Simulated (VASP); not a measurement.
# Ti (P6_3/mmc) in VASP: settings compared

Ti is run at these levels: RPBE, PBE, RPBE+D3(BJ); tasks: elastic constants, vibrations by perturbation theory, single point.

Program: VASP 6.6.1. These are calculated values, not measurements. Logs are shortened: lines on timing, memory, paths and dates and some standing lists are left out, and cuts for length are marked.

**1. The cell of the first run**

The structure is hexagonal, space group P6_3/mmc (No. 194). The conventional cell has a = 2.950 Å, b = 2.950 Å, c = 4.680 Å, α = 90.00°, β = 90.00°, γ = 120.00°. Within 3.8 Å of Ti (site symmetry -6m2) lie 12 Ti at 2.89 to 2.95 Å.

**2. Elastic constants, RPBE**

The input, INCAR:

```
PREC = Accurate ; ENCUT = 500
EDIFF = 1E-8 ; ISMEAR = 1
SIGMA = 0.05 ; LREAL = False
LASPH = True ; NELM = 120
ALGO = Normal ; ISIF = 3
LWAVE = False ; LCHARG = True
GGA = RP ; NBANDS = 19
IBRION = 6 ; NFREE = 2
POTIM = 0.015 ; NSW = 1
GGA_COMPAT = False
```

The input, KPOINTS:

```
Automatic mesh
0
Gamma
  8 8 4
```

The input, POSCAR:

```
Ti
1.0
    2.9500000000      0.0000000000      0.0000000000
   -1.4750000000      2.5547749412      0.0000000000
    0.0000000000      0.0000000000      4.6800000000
Ti
2
Direct
    0.6666666667      0.3333333333      0.7500000000
    0.3333333333      0.6666666667      0.2500000000
```

Potentials or basis: VASP PAW PBE potentials, release 64 (Ti_sv).

Command:

```bash
> cat potpaw_PBE.64/Ti_sv/POTCAR > POTCAR
> mpirun -np 1 vasp_std > vasp.out
```

OUTCAR:

```text
PREC = Accurate
   ENCUT = 500
   EDIFF = 1E-8
   ISMEAR = 1
   LREAL = False
   LASPH = True
   NELM = 120
   ISIF = 3
   GGA = RP
   IBRION = 6
   NFREE = 2
   POTIM = 0.015
   NSW = 1

 ion  position               nearest neighbor table
   1  0.667  0.333  0.750-   2 2.89   2 2.89   2 2.89   2 2.89   2 2.89   2 2.89
   2  0.333  0.667  0.250-   1 2.89   1 2.89   1 2.89   1 2.89   1 2.89   1 2.89

  LATTYP: Found a hexagonal cell.
 ALAT       =     2.9500000000
 C/A-ratio  =     1.5864406780

  Lattice vectors:

 A1 = (   2.9500000000,   0.0000000000,   0.0000000000)
 A2 = (  -1.4750000000,   2.5547749412,   0.0000000000)
 A3 = (   0.0000000000,   0.0000000000,   4.6800000000)

Analysis of symmetry for initial positions (statically):
=====================================================================
 Subroutine PRICEL returns:
 Original cell was already a primitive cell.

 Routine SETGRP: Setting up the symmetry group for a
 hexagonal supercell.

 Subroutine GETGRP returns: Found 24 space group operations
 (whereof 12 operations were pure point group operations)
 out of a pool of 24 trial point group operations.

The static configuration has the point symmetry D_3d.
 The point group associated with its full space group is D_6h.

Analysis of symmetry for dynamics (positions and initial velocities):
=====================================================================
 Subroutine PRICEL returns:
 Original cell was already a primitive cell.

 Routine SETGRP: Setting up the symmetry group for a
 hexagonal supercell.

 Subroutine GETGRP returns: Found 24 space group operations
 (whereof 12 operations were pure point group operations)
 out of a pool of 24 trial point group operations.

The dynamic configuration has the point symmetry D_3d.
 The point group associated with its full space group is D_6h.
[... 873 lines left out ...]
     18      11.4220      0.00000
     19      11.7901      0.00000

 [... further k-points ...]

------------------------ aborting loop because EDIFF is reached ----------------------------------------

  FORCE on cell =-STRESS in cart. coord.  units (eV):
  Direction    XX          YY          ZZ          XY          YZ          ZX
  --------------------------------------------------------------------------------------
  -------------------------------------------------------------------------------------
  Total        0.2708727      0.2708727      0.1700914      0.0000000      0.0000000      0.0000000
  in kB       12.3042542     12.3042542      7.7263147      0.0000000      0.0000000      0.0000000
  external PRESSURE =      10.7782744 kB  Pullay stress =       0.0000000 kB
[... 17 lines left out ...]
  FREE ENERGIE OF THE ION-ELECTRON SYSTEM (eV)
  ---------------------------------------------------
  free  energy   TOTEN  =       -14.8911527249 eV

  energy  without entropy=      -14.8902278407  energy(sigma->0) =      -14.89084443

 INTERNAL STRAIN TENSORS FROM STRAINED CELLS
 ============================================

 INTERNAL STRAIN TENSOR FOR ION    1 for displacements in x,y,z  (eV/Angst):
          X           Y           Z          XY          YZ          ZX
  --------------------------------------------------------------------------------
  x     0.00000     0.00000     0.00000     3.04632     0.00000     0.00000
  y     2.92228    -3.06632    -0.00000    -0.00015     0.00030    -0.00020
  z    -0.00000     0.00000     0.00000     0.00000    -0.00032    -0.00000

 INTERNAL STRAIN TENSORS FROM DISPLACED ATOMS
 ============================================

 INTERNAL STRAIN TENSOR FOR ION    1 for displacements in x,y,z  (eV/Angst):
          X           Y           Z          XY          YZ          ZX
  --------------------------------------------------------------------------------
  x     0.00000     0.00000     0.00000     3.20310     0.00000     0.00000
  y     3.20310    -3.20310     0.00000     0.00000     0.00000     0.00000
  z    -0.00000     0.00000    -0.00000    -0.00000     0.00000     0.00000

 INTERNAL STRAIN TENSOR FOR ION    2 for displacements in x,y,z  (eV/Angst):
          X           Y           Z          XY          YZ          ZX
  --------------------------------------------------------------------------------
  x     0.00000    -0.00000     0.00000    -3.20310     0.00000     0.00000
  y    -3.20310     3.20310    -0.00000    -0.00000     0.00000     0.00000
  z     0.00000    -0.00000     0.00000     0.00000     0.00000     0.00000

 Eigenvectors and eigenvalues of the dynamical matrix
 ----------------------------------------------------

   1 f  =    6.233235 THz    39.164570 2PiTHz  207.918334 cm-1    25.778576 meV
             X         Y         Z           dx          dy          dz
      1.475000  0.851592  3.510000    -0.000000   -0.000000    0.707107
     -0.000000  1.703183  1.170000     0.000000   -0.000000   -0.707107
[... 16 lines left out ...]
   5 f  =    0.000000 THz     0.000000 2PiTHz    0.000001 cm-1     0.000000 meV
             X         Y         Z           dx          dy          dz
      1.475000  0.851592  3.510000     0.707107    0.000250    0.000160
     -0.000000  1.703183  1.170000     0.707107    0.000250    0.000160

   6 f/i=    0.000000 THz     0.000000 2PiTHz    0.000001 cm-1     0.000000 meV
             X         Y         Z           dx          dy          dz
      1.475000  0.851592  3.510000    -0.000278    0.691729    0.146665
     -0.000000  1.703183  1.170000    -0.000278    0.691729    0.146665

--------------------------------------------------------------------------------------------------------

 ELASTIC MODULI CONTR FROM IONIC RELAXATION (kBar)
 Direction    XX          YY          ZZ          XY          YZ          ZX
 --------------------------------------------------------------------------------
 XX        -318.4253    318.4253     -0.0000      0.0000      0.0000      0.0000
 YY         318.4253   -318.4253      0.0000     -0.0000      0.0000      0.0000
 ZZ          -0.0000      0.0000     -0.0000      0.0000      0.0000      0.0000
 XY           0.0000     -0.0000      0.0000   -318.4253      0.0000      0.0000
 YZ           0.0000      0.0000      0.0000      0.0000      0.0000      0.0000
 ZX           0.0000      0.0000      0.0000      0.0000      0.0000      0.0000
 --------------------------------------------------------------------------------

 TOTAL ELASTIC MODULI (kBar)
 Direction    XX          YY          ZZ          XY          YZ          ZX
 --------------------------------------------------------------------------------
 XX        1737.3830    815.6109    782.4019      0.0000     -0.0000      0.0000
 YY         815.6109   1737.3830    782.4019     -0.0000     -0.0000      0.0000
 ZZ         782.4019    782.4019   1614.1271      0.0000      0.0000      0.0000
 XY           0.0000     -0.0000      0.0000    460.8860      0.0000     -0.0000
 YZ          -0.0000      0.0000      0.0000      0.0000    428.0909      0.0000
 ZX           0.0000      0.0000      0.0000      0.0000      0.0000    428.0908
 --------------------------------------------------------------------------------
```

It took 7.3 min on 1 thread of Intel Xeon Platinum 8488C (Sapphire Rapids), shared host; peak memory 0.23 GiB.

Results:

```
Voigt bulk modulus            : 109 GPa
Highest phonon frequency at Γ : 208 cm⁻¹
```

Phonon frequencies in cm⁻¹ (negative: imaginary):
```
              q point        frequencies
(0.000, 0.000, 0.000)  0 0 0 129 129 208
```

Elastic tensor in Voigt notation (GPa, in the Cartesian axes of the cell as first typed):
```
174  82  78   0   0   0
 82 174  78   0   0   0
 78  78 161   0   0   0
  0   0   0  43   0   0
  0   0   0   0  43   0
  0   0   0   0   0  46
```

Clamped-ion elastic tensor (GPa):
```
206  50  78   0   0   0
 50 206  78   0   0   0
 78  78 161   0   0   0
  0   0   0  43   0   0
  0   0   0   0  43   0
  0   0   0   0   0  78
```

Caveat: the cell is under stress, which shifts elastic constants; the PAW data sets were made with another functional, which shifts forces and pressure a little.

**3. Vibrations by perturbation theory, PBE**

The input, INCAR:

```
PREC = Accurate ; ENCUT = 520
EDIFF = 1E-8 ; ISMEAR = -1
SIGMA = 0.05 ; LREAL = False
LASPH = True ; NELM = 80
ALGO = Fast ; ISIF = 2
LWAVE = False ; LCHARG = False
GGA = PE ; IBRION = 8
NSW = 1
```

The input, KPOINTS:

```
Automatic mesh
0
Gamma
  7 7 5
```

POSCAR is that of step 2.

Potentials or basis: VASP PAW PBE potentials, release 64 (Ti_sv).

Command:

```bash
> cat potpaw_PBE.64/Ti_sv/POTCAR > POTCAR
> mpirun -np 1 vasp_std > vasp.out
```

OUTCAR:

```text
PREC = Accurate
   ENCUT = 520
   EDIFF = 1E-8
   ISMEAR = -1
   LREAL = False
   LASPH = True
   NELM = 80
   ISIF = 2
   GGA = PE
   IBRION = 8
   NSW = 1

 ion  position               nearest neighbor table
   1  0.667  0.333  0.750-   2 2.89   2 2.89   2 2.89   2 2.89   2 2.89   2 2.89
   2  0.333  0.667  0.250-   1 2.89   1 2.89   1 2.89   1 2.89   1 2.89   1 2.89

  LATTYP: Found a hexagonal cell.
 ALAT       =     2.9500000000
 C/A-ratio  =     1.5864406780

  Lattice vectors:

 A1 = (   2.9500000000,   0.0000000000,   0.0000000000)
 A2 = (  -1.4750000000,   2.5547749412,   0.0000000000)
 A3 = (   0.0000000000,   0.0000000000,   4.6800000000)

Analysis of symmetry for initial positions (statically):
=====================================================================
 Subroutine PRICEL returns:
 Original cell was already a primitive cell.

 Routine SETGRP: Setting up the symmetry group for a
 hexagonal supercell.

 Subroutine GETGRP returns: Found 24 space group operations
 (whereof 12 operations were pure point group operations)
 out of a pool of 24 trial point group operations.

The static configuration has the point symmetry D_3d.
 The point group associated with its full space group is D_6h.

Analysis of symmetry for dynamics (positions and initial velocities):
=====================================================================
 Subroutine PRICEL returns:
 Original cell was already a primitive cell.

 Routine SETGRP: Setting up the symmetry group for a
 hexagonal supercell.

 Subroutine GETGRP returns: Found 24 space group operations
[... 645 lines left out ...]
  free  energy   TOTEN  =       -15.6725888501 eV

  energy  without entropy=      -15.6506638240  energy(sigma->0) =      -15.66162634

[... ionic steps 2 to 3 ...]

--------------------------------------- Ionic step        4  -------------------------------------------

------------------------ aborting loop because EDIFF is reached ----------------------------------------

[... ionic steps 5 to 5 ...]

--------------------------------------- Ionic step        6  -------------------------------------------

 Free energy of the ion-electron system (eV)
  ---------------------------------------------------
  ---------------------------------------------------
  free energy    TOTEN  =        -0.66476620 eV

  energy without entropy =       -0.66476620

------------------------ aborting loop because EDIFF is reached ----------------------------------------

 INTERNAL STRAIN TENSOR  FOR ION    1  DIRECTION 3   (eV/Angst):
 -----------------------------------------------------------------------------
     0.01044 -0.00000  0.00000
     0.00000  0.01044  0.00000
     0.00000  0.00000 -0.02430

 INTERNAL STRAIN TENSOR FOR ION    2 for displacements in x,y,z  (eV/Angst):
          X           Y           Z          XY          YZ          ZX
  --------------------------------------------------------------------------------
  x     0.00000    -0.00000     0.00000    -2.43027     0.00000     0.00000
  y    -2.43027     2.43027    -0.00000     0.00000     0.00000     0.00000
  z    -0.00000     0.00000     0.00000     0.00000     0.00000     0.00000

 SECOND DERIVATIVES (NOT SYMMETRIZED)
 ------------------------------------
               1X          1Y          1Z          2X          2Y          2Z
  1X    -1.537324    0.000000    0.000000    1.537324    0.000000    0.000000
  1Y     0.000000   -1.537324    0.000000    0.000000    1.537324    0.000000
  1Z     0.000000    0.000000   -1.990365    0.000000    0.000000    1.990365
  2X     1.537324    0.000000    0.000000   -1.537324    0.000000    0.000000
  2Y     0.000000    1.537324    0.000000    0.000000   -1.537324    0.000000
  2Z     0.000000    0.000000    1.990365    0.000000    0.000000   -1.990365

 Eigenvectors and eigenvalues of the dynamical matrix
 ----------------------------------------------------

   1 f  =    4.507700 THz    28.322717 2PiTHz  150.360700 cm-1    18.642342 meV
             X         Y         Z           dx          dy          dz
      1.475000  0.851592  3.510000    -0.000000    0.000000    0.707107
     -0.000000  1.703183  1.170000    -0.000000   -0.000000   -0.707107
[... 16 lines left out ...]
   5 f  =    0.000000 THz     0.000000 2PiTHz    0.000001 cm-1     0.000000 meV
             X         Y         Z           dx          dy          dz
      1.475000  0.851592  3.510000    -0.289340   -0.361730    0.534260
     -0.000000  1.703183  1.170000    -0.289340   -0.361730    0.534260

   6 f/i=    0.000000 THz     0.000000 2PiTHz    0.000001 cm-1     0.000000 meV
             X         Y         Z           dx          dy          dz
      1.475000  0.851592  3.510000     0.168570    0.522803    0.445265
     -0.000000  1.703183  1.170000     0.168570    0.522803    0.445265

--------------------------------------------------------------------------------------------------------

 ELASTIC MODULI CONTR FROM IONIC RELAXATION (kBar)
 Direction    XX          YY          ZZ          XY          YZ          ZX
 --------------------------------------------------------------------------------
 XX        -174.5160    174.5160     -0.0000      0.0000      0.0000      0.0000
 YY         174.5160   -174.5160      0.0000     -0.0000      0.0000      0.0000
 ZZ          -0.0000      0.0000     -0.0000      0.0000      0.0000      0.0000
 XY           0.0000     -0.0000      0.0000   -174.5160      0.0000      0.0000
 YZ           0.0000      0.0000      0.0000      0.0000      0.0000      0.0000
 ZX           0.0000      0.0000      0.0000      0.0000      0.0000      0.0000
 --------------------------------------------------------------------------------
```

OSZICAR:

```text
N       E                     dE             d eps       ncg     rms          rms(c)
DAV:   1     0.247701297086E+03    0.24770E+03   -0.13770E+04   768   0.187E+03
DAV:   2     0.109367548193E+02   -0.23676E+03   -0.23541E+03   784   0.493E+02
DAV:   3    -0.166534588691E+02   -0.27590E+02   -0.27517E+02  1520   0.136E+02
DAV:   4    -0.177534418183E+02   -0.11000E+01   -0.10999E+01   800   0.290E+01
DAV:   5    -0.178146361107E+02   -0.61194E-01   -0.61194E-01  1288   0.462E+00    0.117E+01
[... 121 lines left out ...]
RMM:  23    -0.664766199080E+00   -0.17660E-07    0.28312E-06  2501   0.326E-04    0.164E-05
RMM:  24    -0.664766174634E+00    0.24446E-07    0.25854E-06  2510   0.313E-04    0.129E-05
RMM:  25    -0.664766168177E+00    0.64567E-08    0.18966E-06  2524   0.302E-04    0.128E-05
RMM:  26    -0.664766167305E+00    0.87177E-09    0.17958E-06  2546   0.292E-04    0.139E-05
RMM:  27    -0.664766198307E+00   -0.31002E-07    0.13421E-06  2530   0.286E-04    0.148E-05
 Linear response finished
```

stdout:

```text
POSCAR found type information on POSCAR Ti
[... 36 lines left out ...]
 num prob  num prob  num prob  num prob  num prob  num prob  num prob  num prob  num prob  num prob  num prob  num prob  num prob  num prob  num prob  num prob  num prob  num prob  num prob  num prob  num prob  num prob  num prob  num prob  num prob  num prob  num prob  num prob  num prob  num prob  num prob  num prob  num prob  num prob RMM:  51    -0.156725886878E+02   -0.30359E-07   -0.41275E-07   593   0.316E-03    0.318E-04
 num prob  num prob  num prob  num prob  num prob  num prob  num prob  num prob  num prob  num prob  num prob  num prob  num prob  num prob  num prob  num prob  num prob  num prob  num prob  num prob  num prob  num prob  num prob  num prob  num prob RMM:  52    -0.156725887261E+02   -0.38241E-07   -0.42823E-07   598   0.304E-03    0.238E-04
 num prob  num prob  num prob  num prob  num prob  num prob  num prob  num pro
```

It took 3.3 min on 1 thread of Intel Xeon Platinum 8375C at 2.90GHz (Ice Lake), shared host; peak memory 0.22 GiB.

Results:

| Property | Result |
| --- | --- |
| Highest phonon frequency at Γ | 150 cm⁻¹ |

Phonon frequencies in cm⁻¹ (negative: imaginary):
```
              q point        frequencies
(0.000, 0.000, 0.000)  0 0 0 132 132 150
```

Caveat: the cell stands under pressure or tension, which shifts response properties.

**4. Single point, RPBE+D3(BJ)**

POSCAR is that of step 3.

The input, INCAR.step1:

```
PREC = Accurate ; ENCUT = 520
EDIFF = 1E-6 ; ISMEAR = 0
SIGMA = 0.02 ; LREAL = F
LASPH = T ; NELM = 100
ALGO = Fast ; ISIF = 2
LWAVE = F ; LCHARG = T
LMAXMIX = 4 ; GGA = RP
IVDW = 12 ; NBANDS = 19
```

The input, KPOINTS.step1:

```
regular mesh
0
Gamma
  7 7 4
```

The input, INCAR.step2:

```
PREC = Accurate ; ENCUT = 520
EDIFF = 1E-6 ; ISMEAR = -5
SIGMA = 0.02 ; LREAL = F
LASPH = T ; NELM = 100
ALGO = Fast ; ISIF = 2
LWAVE = F ; LCHARG = F
LMAXMIX = 4 ; GGA = RP
IVDW = 12 ; LORBIT = 10
NEDOS = 1001 ; ICHARG = 11
```

The input, KPOINTS.step2:

```
regular mesh
0
Gamma
  11 11 6
```

Command:

```bash
> cat potpaw_PBE.64/Ti_sv/POTCAR > POTCAR
> cp INCAR.step1 INCAR
> cp KPOINTS.step1 KPOINTS
> mpirun -np 1 vasp_std > vasp.out
> cp INCAR.step2 INCAR
> cp KPOINTS.step2 KPOINTS
> mpirun -np 1 vasp_std > vasp.out
```

Wall time 26 s (1 thread of Intel Xeon 6975P-C (Granite Rapids), shared host); peak memory 0.17 GiB.

The run converged. Its results:

```
Valence electrons inside the program's atomic spheres : Ti 10.22
Dispersion energy per atom                            : -3.483 eV
```

Levels at points of the mesh, in eV from the Fermi level:
```
           k point  band 9  band 10  band 11  band 12  band 13  band 14  band 15  band 16
(0.00, 0.00, 0.00)   -6.22    -2.68     0.66     0.74     0.74     0.85     1.23     1.23
(0.00, 0.00, 0.50)   -4.38    -4.38     0.06     0.06     0.66     0.66     0.66     0.66
```

Caveat: the PAW data sets were made with another functional, which shifts forces and pressure a little; tetrahedron occupations give inexact forces and stress in metals.
